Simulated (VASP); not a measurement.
# Fe (Pm-3m) in VASP: single point with LDA

Aim: the single point of Fe with LDA.

Everything below comes from runs of VASP 6.6.1. Logs are shortened: lines on timing, memory, paths and dates and some standing lists are left out, and cuts for length are marked.

### Step 1. The cell of the first run

Symmetry: Pm-3m, No. 221, cubic system. Conventional cell: a = 2.183 Å, b = 2.183 Å, c = 2.183 Å, α = 90.00°, β = 90.00°, γ = 90.00°. Fe (site symmetry m-3m) has 6 Fe at 2.18 Å within 2.9 Å.

This isn't the form of Fe at room conditions, which is bcc.

### Step 2. Single point, LDA (10.40 Å³/atom)

INCAR

```
SYSTEM = Fe
ALGO = Normal ; EDIFF = 1E-6
ENCUT = 690 ; GGA = CA
GGA_COMPAT = .FALSE. ; ISIF = 2
ISMEAR = -1 ; LASPH = .TRUE.
LCHARG = .FALSE. ; LREAL = .FALSE.
LWAVE = .FALSE. ; NBANDS = 14
NELM = 120 ; PREC = Accurate
SIGMA = 0.1
```

KPOINTS

```
k-points
0
G
  16 16 16
  0 0 0
```

POSCAR

```
Fe
1.0
    2.1831281732      0.0000000000      0.0000000000
    0.0000000000      2.1831281732      0.0000000000
    0.0000000000      0.0000000000      2.1831281732
Fe
1
Direct
    0.0000000000      0.0000000000      0.0000000000
```

Potentials or basis: VASP PAW LDA potentials, release 64 (Fe_sv).

Run with:

```console
$ cat potpaw_LDA.64/Fe_sv/POTCAR > POTCAR
$ mpirun -np 1 vasp_std > vasp.out
```

OUTCAR:

```text
SYSTEM = Fe
   EDIFF = 1E-6
   ENCUT = 690
   GGA = CA
   ISIF = 2
   ISMEAR = -1
   LASPH = .TRUE.
   LREAL = .FALSE.
   NELM = 120
   PREC = Accurate

 ion  position               nearest neighbor table
   1  0.000  0.000  0.000-

  LATTYP: Found a simple cubic cell.
 ALAT       =     2.1831281732

  Lattice vectors:

 A1 = (   2.1831281732,   0.0000000000,   0.0000000000)
 A2 = (   0.0000000000,   2.1831281732,   0.0000000000)
 A3 = (   0.0000000000,   0.0000000000,   2.1831281732)

Analysis of symmetry for initial positions (statically):
=====================================================================
 Subroutine PRICEL returns:
 Original cell was already a primitive cell.

 Routine SETGRP: Setting up the symmetry group for a
 simple cubic supercell.

 Subroutine GETGRP returns: Found 48 space group operations
 (whereof 48 operations were pure point group operations)
 out of a pool of 48 trial point group operations.

The static configuration has the point symmetry O_h .

Analysis of symmetry for dynamics (positions and initial velocities):
=====================================================================
 Subroutine PRICEL returns:
 Original cell was already a primitive cell.

 Routine SETGRP: Setting up the symmetry group for a
 simple cubic supercell.

 Subroutine GETGRP returns: Found 48 space group operations
 (whereof 48 operations were pure point group operations)
 out of a pool of 48 trial point group operations.

The dynamic configuration has the point symmetry O_h .

 Subroutine INISYM returns: Found 48 space group operations
 (whereof 48 operations are pure point group operations),
 and found     1 'primitive' translations

----------------------------------------------------------------------------------------

                                     Primitive cell

  volume of cell :      10.4049

  direct lattice vectors                    reciprocal lattice vectors
     2.183128173  0.000000000  0.000000000     0.458058309  0.000000000  0.000000000
     0.000000000  2.183128173  0.000000000     0.000000000  0.458058309  0.000000000
     0.000000000  0.000000000  2.183128173     0.000000000  0.000000000  0.458058309

  length of vectors
     2.183128173  2.183128173  2.183128173     0.458058309  0.458058309  0.458058309

  position of ions in fractional coordinates (direct lattice)
     0.000000000  0.000000000  0.000000000

  ion indices of the primitive-cell ions
   primitive index   ion index
                 1           1

----------------------------------------------------------------------------------------

 KPOINTS: k-points

Automatic generation of k-mesh.
 Grid dimensions read from file:
 generate k-points for:   16   16   16

 Generating k-lattice:

  Cartesian coordinates                     Fractional coordinates (reciprocal lattice)
     0.028628644  0.000000000  0.000000000     0.062500000  0.000000000  0.000000000
     0.000000000  0.028628644  0.000000000     0.000000000  0.062500000  0.000000000
     0.000000000  0.000000000  0.028628644     0.000000000  0.000000000  0.062500000

  Length of vectors
     0.028628644  0.028628644  0.028628644

  Shift w.r.t. Gamma in fractional coordinates (k-lattice)
     0.000000000  0.000000000  0.000000000

 Subroutine IBZKPT returns following result:
 ===========================================

 Found    165 irreducible k-points:

 Following reciprocal coordinates:
            Coordinates               Weight
  0.000000  0.000000  0.000000      1.000000
  0.062500  0.000000  0.000000      6.000000
  0.125000  0.000000  0.000000      6.000000
  0.187500  0.000000  0.000000      6.000000
  0.250000  0.000000  0.000000      6.000000
  0.312500  0.000000  0.000000      6.000000
[... 16 lines left out ...]
  0.437500  0.125000  0.000000     24.000000
  0.500000  0.125000  0.000000     12.000000
 [... further k-points ...]
   k-points           NKPTS =    165   k-points in BZ     NKDIM =    165   number of bands    NBANDS=     14
   number of dos      NEDOS =    301   number of ions     NIONS =      1
   total plane-waves  NPLWV =   8000
   dimension x,y,z NGX =    20 NGY =   20 NGZ =   20
   dimension x,y,z NGXF=    40 NGYF=   40 NGZF=   40
   ions per type =               1
   NGX,Y,Z   is equivalent  to a cutoff of  15.23, 15.23, 15.23 a.u.
   NGXF,Y,Z  is equivalent  to a cutoff of  30.46, 30.46, 30.46 a.u.
 SYSTEM =  Fe
   PREC   = accura    normal or accurate (medium, high low for compatibility)
   ISTART =      0    job   : 0-new  1-cont  2-samecut
   ICHARG =      2    charge: 1-file 2-atom 10-const
   ISPIN  =      1    spin polarized calculation?
   LNONCOLLINEAR =      F non collinear calculations
   LSORBIT =      F    spin-orbit coupling
   LASPH  =      T    aspherical Exc in radial PAW
   ENCUT  =  690.0 eV  50.71 Ry    7.12 a.u.   4.68  4.68  4.68*2*pi/ulx,y,z
   NELM   =    120;   NELMIN=  2; NELMDL= -5     # of ELM steps
   EDIFF  = 0.1E-05   stopping-criterion for ELM
   LREAL  =      F    real-space projection
   EDIFFG = 0.1E-04   stopping-criterion for IOM
   NSW    =      0    number of steps for IOM
   IBRION =     -1    ionic relax: 0-MD 1-quasi-New 2-CG
   NFREE  =      0    steps in history (QN), initial steepest desc. (CG)
   ISIF   =      2    stress and relaxation
   ISYM   =      2    0-nonsym 1-usesym 2-fastsym
   POTIM  = 0.5000    time-step for ionic-motion
   TEBEG  =    0.0;   TEEND  =   0.0 temperature during run
   PSTRESS=    0.0 pullay stress
   NELECT =      16.0000    total number of electrons
   NUPDOWN=      -1.0000    fix difference up-down
   EMIN   =  10.00;   EMAX   =-10.00  energy-range for DOS
   EFERMI =   0.00;   METHOD = LEGACY
   ISMEAR =    -1;   SIGMA  =   0.10  broadening in eV -4-tet -1-fermi 0-gaus
   EFERMI_NEDOS =   21; number of points for ismear=-14 and -15
   IALGO  =     38    algorithm
   IMIX   =      4    mixing-type and parameters
     AMIX     =   0.40;   BMIX     =  1.00
     AMIX_MAG =   1.60;   BMIX_MAG =  1.00
  volume/ion in A,a.u.               =      10.40        70.22
  Fermi-wavevector in a.u.,A,eV,Ry     =   1.889596  3.570818 48.580587  3.570572
  Thomas-Fermi vector in A             =   2.931152
   LORBIT       =      0    0 simple, 1 ext, 2 COOP (PROOUT), +10 PAW based schemes
   GGA     = CA    functional components
   LHFCALC =     F    Hartree Fock is set to
   AEXX    =    0.0000 exact exchange contribution
   IVDW    =     0    specifies the selected vdW correction
   LEPSILON=     F    determine dielectric tensor
   LRPA    =     F    only Hartree local field effects (RPA)
 non-spin polarized calculation
  energy-cutoff  :      690.00
  volume of cell :       10.40
 maximum number of plane-waves:       449
 NGX is ok and might be reduce to    20
   NGX =  9   NGY =  9   NGZ =  9

 number of electron      16.0000005 magnetization

 Free energy of the ion-electron system (eV)
  ---------------------------------------------------
  ext. energy  EPLUGINS =         0.00000000
  ---------------------------------------------------
  free energy    TOTEN  =        -8.42592885 eV

  energy without entropy =       -8.36217165  energy(sigma->0) =       -8.39405025

 E-fermi :  13.4637     XC(G=0): -14.5644

 val. band max:       13.4434043550   @ k =   0.2500   0.2500   0.1250
 cond. band min:      13.5014061491   @ k =   0.3125   0.3125   0.0625
 fundamental gap:      0.0580017941
 Fermi energy:        13.4636764757

 k-point     1 :       0.0000    0.0000    0.0000
  band No.  band energies     occupation
      1     -72.9271      2.00000
      2     -38.9879      2.00000
      3     -38.9879      2.00000
      4     -38.9879      2.00000
      5       4.5373      2.00000
      6       9.0105      2.00000
      7       9.0105      2.00000
      8      14.6229      0.00002
      9      14.6229      0.00002
     10      14.6229      0.00002
     11      35.3636      0.00000
     12      35.3636      0.00000
     13      35.3636      0.00000
     14      40.0297      0.00000

 k-point     2 :       0.0625    0.0000    0.0000
  band No.  band energies     occupation
      1     -72.9214      2.00000
      2     -39.0252      2.00000
      3     -38.9850      2.00000
      4     -38.9850      2.00000
      5       4.6754      2.00000
      6       9.0376      2.00000
      7       9.1022      2.00000
      8      14.5402      0.00004
      9      14.5402      0.00004
     10      14.6293      0.00002
     11      33.8858      0.00000
     12      35.5641      0.00000
     13      35.5641      0.00000
     14      39.9701      0.00000

 k-point     3 :       0.1250    0.0000    0.0000
  band No.  band energies     occupation
      1     -72.9051      2.00000
      2     -39.1299      2.00000
      3     -38.9760      2.00000
      4     -38.9760      2.00000
      5       5.0779      2.00000
      6       9.1156      2.00000
      7       9.3702      2.00000
      8      14.3103      0.00042
      9      14.3103      0.00042
     10      14.6476      0.00001
     11      31.2604      0.00000
     12      36.1489      0.00000
     13      36.1489      0.00000
     14      39.7925      0.00000
[... 324 lines left out ...]
 k-point    23 :       0.4375    0.1250    0.0000
  band No.  band energies     occupation
      1     -72.7605      2.00000
      2     -39.8781      2.00000
      3     -39.0422      2.00000
      4     -38.8961      2.00000
      5       9.2682      2.00000
      6      10.0837      2.00000
      7      10.7899      2.00000
      8      12.8333      1.99635
      9      14.0947      0.00363
     10      14.5192      0.00005
     11      20.7274      0.00000
     12      35.9396      0.00000
     13      40.4106      0.00000
     14      41.8842      0.00000

 k-point    24 :       0.5000    0.1250    0.0000
  band No.  band energies     occupation
      1     -72.7547      2.00000
      2     -39.9127      2.00000
      3     -39.0388      2.00000
      4     -38.8929      2.00000
      5       9.5474      2.00000
      6      10.2221      2.00000
      7      10.5607      2.00000
      8      12.7698      1.99806
      9      14.3795      0.00021
     10      14.5271      0.00005
     11      20.1505      0.00000
     12      36.2371      0.00000
     13      40.7218      0.00000
     14      41.1023      0.00000

 [... further k-points ...]

------------------------ aborting loop because EDIFF is reached ----------------------------------------

  FORCE on cell =-STRESS in cart. coord.  units (eV):
  Direction    XX          YY          ZZ          XY          YZ          ZX
  --------------------------------------------------------------------------------------
  -------------------------------------------------------------------------------------
  Total        0.6613463      0.6613463      0.6613463      0.0000000      0.0000000     -0.0000000
  in kB      101.8361145    101.8361145    101.8361145      0.0000000      0.0000000     -0.0000000
  external PRESSURE =     101.8361145 kB  Pullay stress =       0.0000000 kB

 VOLUME and BASIS-vectors are now :
 -----------------------------------------------------------------------------
  energy-cutoff  :      690.00
  volume of cell :       10.40
      direct lattice vectors                 reciprocal lattice vectors
     2.183128173  0.000000000  0.000000000     0.458058309  0.000000000  0.000000000
     0.000000000  2.183128173  0.000000000     0.000000000  0.458058309  0.000000000
     0.000000000  0.000000000  2.183128173     0.000000000  0.000000000  0.458058309

 POSITION                                       TOTAL-FORCE (eV/Angst)
 -----------------------------------------------------------------------------------
      0.00000      0.00000      0.00000         0.000000      0.000000      0.000000
 -----------------------------------------------------------------------------------
    total drift:                               -0.000000     -0.000000     -0.000000

  FREE ENERGIE OF THE ION-ELECTRON SYSTEM (eV)
  ---------------------------------------------------
  free  energy   TOTEN  =        -8.4259288535 eV

  energy  without entropy=       -8.3621716493  energy(sigma->0) =       -8.39405025
```

Run time: 18 s. Hardware: 1 thread of AMD EPYC 7R13 (Zen 3), shared host; peak memory 0.11 GiB.

What came out:

- Free energy: -8.4259 eV
- Pressure: 10.2 GPa
- Band gap on the k mesh: zero (bands 8 and 9 overlap by 3.38 eV)

Caveat: the cell stands under pressure; the run has no spin polarisation, though such a crystal can be magnetic. Spin polarisation is off, so any magnetic state and its effect on volume and gap are missing.

The gap in the log of VASP goes by the Fermi energy; the results here count the filled bands.